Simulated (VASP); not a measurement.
# CuO (C2/c) in VASP: notebook

Runs on CuO. Level: PBE. Tasks: single point.

Everything below comes from runs of VASP 6.6.1. Logs are shortened: lines on timing, memory, paths and dates and some standing lists are left out, and cuts for length are marked.

### Step 1. The cell of the first run

The structure is monoclinic, space group C2/c (No. 15). The conventional cell has a = 4.679 Å, b = 3.481 Å, c = 5.118 Å, α = 90.00°, β = 98.60°, γ = 90.00°. Within 2.5 Å of Cu (site symmetry -1) lie 4 O at 1.91 to 1.99 Å. Cu (site symmetry -1) has 4 O at 1.91 to 1.99 Å within 2.5 Å. Within 2.6 Å of O (site symmetry 2) lie 4 Cu at 1.91 to 1.99 Å and 2 O at 2.58 Å.

### Step 2. Single point, PBE

File INCAR:

```
SYSTEM = CuO
PREC = Accurate
ENCUT = 520
EDIFF = 1E-6
ISMEAR = -1
SIGMA = 0.05
LREAL = .FALSE.
LASPH = .TRUE.
NELM = 80
ALGO = Normal
ISIF = 2
LWAVE = .FALSE.
LCHARG = .FALSE.
GGA = PE
NBANDS = 44
```

File KPOINTS:

```
Automatic mesh
0
G
  4 7 4
  0 0 0
```

File POSCAR:

```
CuO
1.0
    4.6791000000     -3.4805000000      0.0000000000
    2.3395500000      1.7402500000      0.0000000000
   -0.7652000000      0.0000000000      5.0607800000
Cu O
4 4
Direct
    0.0000000000      0.5000000000      0.0000000000
    0.5000000000      0.5000000000      0.0000000000
    0.2500000000      0.0000000000      0.5000000000
    0.7500000000      0.0000000000      0.5000000000
    0.2738500000      0.4523000000      0.2500000000
    0.7738500000      0.4523000000      0.2500000000
    0.2261500000      0.5477000000      0.7500000000
    0.7261500000      0.5477000000      0.7500000000
```

Potentials or basis: VASP PAW PBE potentials, release 64 (Cu, O).

The run is started by

```
$ cat potpaw_PBE.64/Cu/POTCAR potpaw_PBE.64/O/POTCAR > POTCAR
$ mpirun -np 1 vasp_std > vasp.out
```

OUTCAR:

```text
SYSTEM = CuO
   PREC = Accurate
   ENCUT = 520
   EDIFF = 1E-6
   ISMEAR = -1
   LREAL = .FALSE.
   LASPH = .TRUE.
   NELM = 80
   ISIF = 2
   GGA = PE

 ion  position               nearest neighbor table
   1  0.000  0.500  0.000-   5 1.91   8 1.91   7 1.99   6 1.99
   2  0.500  0.500  0.000-   6 1.91   7 1.91   5 1.99   8 1.99
   3  0.250  0.000  0.500-   7 1.91   5 1.91   7 1.99   5 1.99
   4  0.750  0.000  0.500-   8 1.91   6 1.91   8 1.99   6 1.99
   5  0.274  0.452  0.250-   3 1.91   1 1.91   2 1.99   3 1.99
   6  0.774  0.452  0.250-   4 1.91   2 1.91   1 1.99   4 1.99
   7  0.226  0.548  0.750-   3 1.91   2 1.91   1 1.99   3 1.99
   8  0.726  0.548  0.750-   4 1.91   1 1.91   2 1.99   4 1.99

  LATTYP: Found a triclinic cell.
 ALAT       =     5.5783996086
 B/A-ratio  =     2.1562182015
 C/A-ratio  =     0.5226970101
 COS(alpha) =     0.0008972560
 COS(beta)  =     0.4126348497
 COS(gamma) =     0.8080039080

  Lattice vectors:

 A1 = (  -1.5743500000,  -1.7402500000,  -5.0607800000)
 A2 = (   3.8699500000,  -5.2207500000, -10.1215600000)
 A3 = (  -2.3395500000,  -1.7402500000,   0.0000000000)

Analysis of symmetry for initial positions (statically):
=====================================================================
 Subroutine PRICEL returns following result:

  LATTYP: Found a base centered monoclinic cell.
 ALAT       =     4.6791000000
 B/A-ratio  =     0.7438396273
 C/A-ratio  =     1.0938648385
 COS(beta)  =    -0.1495026780

  Lattice vectors:

 A1 = (   2.3395500000,  -1.7402500000,   0.0000000000)
 A2 = (   2.3395500000,   1.7402500000,   0.0000000000)
 A3 = (  -0.7652000000,   0.0000000000,   5.0607800000)

   2 primitive cells build up your supercell.

 Routine SETGRP: Setting up the symmetry group for a
 triclinic supercell.

 Subroutine GETGRP returns: Found  2 space group operations
 (whereof  2 operations were pure point group operations)
 out of a pool of  2 trial point group operations.

The static configuration has the point symmetry S_2 .

Analysis of symmetry for dynamics (positions and initial velocities):
=====================================================================
 Subroutine PRICEL returns following result:

  LATTYP: Found a base centered monoclinic cell.
 ALAT       =     4.6791000000
 B/A-ratio  =     0.7438396273
 C/A-ratio  =     1.0938648385
 COS(beta)  =    -0.1495026780

  Lattice vectors:

 A1 = (   2.3395500000,  -1.7402500000,   0.0000000000)
 A2 = (   2.3395500000,   1.7402500000,   0.0000000000)
 A3 = (  -0.7652000000,   0.0000000000,   5.0607800000)

   2 primitive cells build up your supercell.

 Routine SETGRP: Setting up the symmetry group for a
 triclinic supercell.

 Subroutine GETGRP returns: Found  2 space group operations
 (whereof  2 operations were pure point group operations)
 out of a pool of  2 trial point group operations.

The dynamic configuration has the point symmetry S_2 .

 Subroutine INISYM returns: Found  2 space group operations
 (whereof  2 operations are pure point group operations),
 and found     2 'primitive' translations

----------------------------------------------------------------------------------------

                                     Primitive cell

  volume of cell :      41.2089

  direct lattice vectors                    reciprocal lattice vectors
     2.339550000 -1.740250000  0.000000000     0.213716313 -0.287315041  0.032314332
     2.339550000  1.740250000  0.000000000     0.213716313  0.287315041  0.032314332
    -0.765200000  0.000000000  5.060780000     0.000000000  0.000000000  0.197597999

  length of vectors
     2.915812797  2.915812797  5.118302966     0.359539721  0.359539721  0.197597999

  position of ions in fractional coordinates (direct lattice)
     0.000000000  0.500000000  0.000000000
     0.500000000  0.000000000  0.500000000
     0.547700000  0.452300000  0.250000000
     0.452300000  0.547700000  0.750000000

  ion indices of the primitive-cell ions
   primitive index   ion index
                 1           1
                 2           3
                 3           6
                 4           7

----------------------------------------------------------------------------------------

 KPOINTS: Automatic mesh

Automatic generation of k-mesh.
 Grid dimensions read from file:
 generate k-points for:    4    7    4

 Generating k-lattice:

  Cartesian coordinates                     Fractional coordinates (reciprocal lattice)
     0.026714539 -0.035914380  0.004039291     0.250000000 -0.000000000  0.000000000
     0.030530902  0.041045006  0.004616333     0.000000000  0.142857143  0.000000000
     0.000000000  0.000000000  0.049399500     0.000000000  0.000000000  0.250000000

  Length of vectors
     0.044942465  0.051362817  0.049399500

  Shift w.r.t. Gamma in fractional coordinates (k-lattice)
     0.000000000  0.000000000  0.000000000

 Subroutine IBZKPT returns following result:
 ===========================================

 Found     58 irreducible k-points:

 Following reciprocal coordinates:
            Coordinates               Weight
  0.000000  0.000000  0.000000      1.000000
  0.250000  0.000000  0.000000      2.000000
  0.500000  0.000000  0.000000      1.000000
 -0.000000  0.142857  0.000000      2.000000
  0.250000  0.142857 -0.000000      2.000000
  0.500000  0.142857  0.000000      2.000000
[... 16 lines left out ...]
 -0.250000  0.142857  0.250000      2.000000
 -0.000000  0.285714  0.250000      2.000000
 [... further k-points ...]
   k-points           NKPTS =     58   k-points in BZ     NKDIM =     58   number of bands    NBANDS=     44
   number of dos      NEDOS =    301   number of ions     NIONS =      8
   total plane-waves  NPLWV =  46080
   dimension x,y,z NGX =    48 NGY =   24 NGZ =   40
   dimension x,y,z NGXF=    96 NGYF=   48 NGZF=   80
   ions per type =               4   4
   NGX,Y,Z   is equivalent  to a cutoff of  13.68, 13.68, 12.99 a.u.
   NGXF,Y,Z  is equivalent  to a cutoff of  27.37, 27.37, 25.98 a.u.
 SYSTEM =  CuO
   PREC   = accura    normal or accurate (medium, high low for compatibility)
   ISTART =      0    job   : 0-new  1-cont  2-samecut
   ICHARG =      2    charge: 1-file 2-atom 10-const
   ISPIN  =      1    spin polarized calculation?
   LNONCOLLINEAR =      F non collinear calculations
   LSORBIT =      F    spin-orbit coupling
   LASPH  =      T    aspherical Exc in radial PAW
   ENCUT  =  520.0 eV  38.22 Ry    6.18 a.u.  10.84  5.42  9.52*2*pi/ulx,y,z
   NELM   =     80;   NELMIN=  2; NELMDL= -5     # of ELM steps
   EDIFF  = 0.1E-05   stopping-criterion for ELM
   LREAL  =      F    real-space projection
   EDIFFG = 0.1E-04   stopping-criterion for IOM
   NSW    =      0    number of steps for IOM
   IBRION =     -1    ionic relax: 0-MD 1-quasi-New 2-CG
   NFREE  =      0    steps in history (QN), initial steepest desc. (CG)
   ISIF   =      2    stress and relaxation
   ISYM   =      2    0-nonsym 1-usesym 2-fastsym
   POTIM  = 0.5000    time-step for ionic-motion
   TEBEG  =    0.0;   TEEND  =   0.0 temperature during run
   PSTRESS=    0.0 pullay stress
   NELECT =      68.0000    total number of electrons
   NUPDOWN=      -1.0000    fix difference up-down
   EMIN   =  10.00;   EMAX   =-10.00  energy-range for DOS
   EFERMI =   0.00;   METHOD = LEGACY
   ISMEAR =    -1;   SIGMA  =   0.05  broadening in eV -4-tet -1-fermi 0-gaus
   EFERMI_NEDOS =   21; number of points for ismear=-14 and -15
   IALGO  =     38    algorithm
   IMIX   =      4    mixing-type and parameters
     AMIX     =   0.40;   BMIX     =  1.00
     AMIX_MAG =   1.60;   BMIX_MAG =  1.00
  volume/ion in A,a.u.               =      10.30        69.52
  Fermi-wavevector in a.u.,A,eV,Ry     =   1.535456  2.901591 32.077430  2.357625
  Thomas-Fermi vector in A             =   2.642242
   LORBIT       =      0    0 simple, 1 ext, 2 COOP (PROOUT), +10 PAW based schemes
   GGA     = PE    functional components
   LHFCALC =     F    Hartree Fock is set to
   AEXX    =    0.0000 exact exchange contribution
   IVDW    =     0    specifies the selected vdW correction
   LEPSILON=     F    determine dielectric tensor
   LRPA    =     F    only Hartree local field effects (RPA)
 non-spin polarized calculation
  energy-cutoff  :      520.00
  volume of cell :       82.42
 maximum number of plane-waves:      2248
 NGX is ok and might be reduce to    48
   NGX = 21   NGY = 11   NGZ = 19

 number of electron      68.0000029 magnetization

 Free energy of the ion-electron system (eV)
  ---------------------------------------------------
  ext. energy  EPLUGINS =         0.00000000
  ---------------------------------------------------
  free energy    TOTEN  =       -39.14662111 eV

  energy without entropy =      -39.11507844  energy(sigma->0) =      -39.13084978

 E-fermi :   5.6118     XC(G=0): -11.7930

 val. band max:        5.6090728668   @ k =   0.5000   0.1429   0.0000
 cond. band min:       5.6125428989   @ k =   0.2500   0.2857   0.0000
 fundamental gap:      0.0034700321
 Fermi energy:         5.6117815837

 k-point     1 :       0.0000    0.0000    0.0000
  band No.  band energies     occupation
      1     -14.4071      2.00000
      2     -13.6774      2.00000
      3     -13.0298      2.00000
      4     -12.8157      2.00000
      5      -2.6627      2.00000
      6      -1.7117      2.00000
[... 36 lines left out ...]
     43      16.8187      0.00000
     44      16.9205      0.00000

 k-point     2 :       0.2500    0.0000    0.0000
  band No.  band energies     occupation
      1     -14.3095      2.00000
      2     -13.7948      2.00000
      3     -12.9995      2.00000
      4     -12.8483      2.00000
      5      -2.5009      2.00000
      6      -1.6779      2.00000
[... 36 lines left out ...]
     43      15.4394      0.00000
     44      17.7319      0.00000

 k-point     3 :       0.5000    0.0000    0.0000
  band No.  band energies     occupation
      1     -14.0620      2.00000
      2     -14.0620      2.00000
      3     -12.9252      2.00000
      4     -12.9252      2.00000
      5      -2.0948      2.00000
      6      -2.0948      2.00000
[... 976 lines left out ...]
     43      15.7915      0.00000
     44      16.5880      0.00000

 k-point    24 :      -0.0000    0.2857    0.2500
  band No.  band energies     occupation
      1     -13.8171      2.00000
      2     -13.2793      2.00000
      3     -13.1116      2.00000
      4     -12.9006      2.00000
      5      -1.5764      2.00000
      6      -1.3385      2.00000
[... 36 lines left out ...]
     43      15.0009      0.00000
     44      15.2573      0.00000

 [... further k-points ...]
[... 5 lines left out ...]
  --------------------------------------------------------------------------------------
  -------------------------------------------------------------------------------------
  Total        2.7021188      4.4297216      4.5766982      0.0071592      0.0020097      1.3125647
  in kB       52.5283297     86.1123807     88.9695577      0.1391716      0.0390681     25.5158405
  external PRESSURE =      75.8700894 kB  Pullay stress =       0.0000000 kB

 VOLUME and BASIS-vectors are now :
 -----------------------------------------------------------------------------
  energy-cutoff  :      520.00
  volume of cell :       82.42
      direct lattice vectors                 reciprocal lattice vectors
     4.679100000 -3.480500000  0.000000000     0.106858156 -0.143657520  0.016157166
     2.339550000  1.740250000  0.000000000     0.213716313  0.287315041  0.032314332
    -0.765200000  0.000000000  5.060780000     0.000000000  0.000000000  0.197597999

 POSITION                                       TOTAL-FORCE (eV/Angst)
 -----------------------------------------------------------------------------------
      1.16978      0.87013      0.00000         0.000000     -0.000000      0.000000
      3.50933     -0.87013      0.00000         0.000000     -0.000000      0.000000
      0.78717     -0.87013      2.53039         0.000000     -0.000000      0.000000
      3.12672     -2.61038      2.53039         0.000000     -0.000000      0.000000
      2.14825     -0.16602      1.26520         0.001778     -0.222034     -0.002837
      4.48780     -1.90627      1.26520         0.001778     -0.222034     -0.002837
      1.76565      0.16602      3.79558        -0.001778      0.222034      0.002837
      4.10520     -1.57423      3.79558        -0.001778      0.222034      0.002837
 -----------------------------------------------------------------------------------
    total drift:                               -0.000000     -0.000000      0.000000

  FREE ENERGIE OF THE ION-ELECTRON SYSTEM (eV)
  ---------------------------------------------------
  free  energy   TOTEN  =       -39.1466211143 eV

  energy  without entropy=      -39.1150784445  energy(sigma->0) =      -39.13084978
```

Wall time 3.9 min (1 thread of Intel Xeon Platinum 8259CL at 2.50GHz (Skylake/Cascade Lake), shared host); peak memory 0.3 GiB.

What came out:

* Free energy: -39.1466 eV
* Pressure: 7.6 GPa
* Largest force: 0.222 eV/Å
* Band gap on the k mesh: zero (bands 34 and 35 overlap by 0.66 eV)

Forces on the atoms (eV/Å):
```
Cu   0.000  0.000  0.000
Cu   0.000  0.000  0.000
Cu   0.000  0.000  0.000
Cu   0.000  0.000  0.000
O    0.002 -0.222 -0.003
O    0.002 -0.222 -0.003
O   -0.002  0.222  0.003
O   -0.002  0.222  0.003
```

Levels at points of the mesh, in eV from the Fermi level:
| k point | band 30 | band 31 | band 32 | band 33 | band 34 | band 35 | band 36 | band 37 | band 38 | band 39 |
| --- | --- | --- | --- | --- | --- | --- | --- | --- | --- | --- |
| (0.00, 0.00, 0.00) | -1.71 | -1.59 | -1.52 | 0.12 | 0.23 | 0.32 | 0.94 | 1.73 | 4.37 | 6.13 |
| (0.50, 0.00, 0.00) | -1.90 | -1.70 | -1.70 | -0.03 | -0.03 | 0.61 | 0.61 | 3.50 | 3.50 | 6.42 |
| (0.00, 0.00, 0.50) | -1.73 | -1.60 | -1.60 | -0.12 | 0.20 | 0.20 | 0.68 | 3.86 | 3.86 | 4.96 |
| (0.50, 0.00, 0.50) | -1.71 | -1.59 | -1.59 | -0.92 | -0.92 | 0.45 | 0.45 | 4.72 | 4.72 | 5.29 |

Caveat: the cell stands under pressure; semilocal functionals often make such compounds metallic where correlation or magnetic order opens a gap, which also shifts bond lengths. With open d or f shells a metallic result of PBE can be an artefact of self-interaction; +U or a hybrid may open a gap.

[end of part 1 of 3]
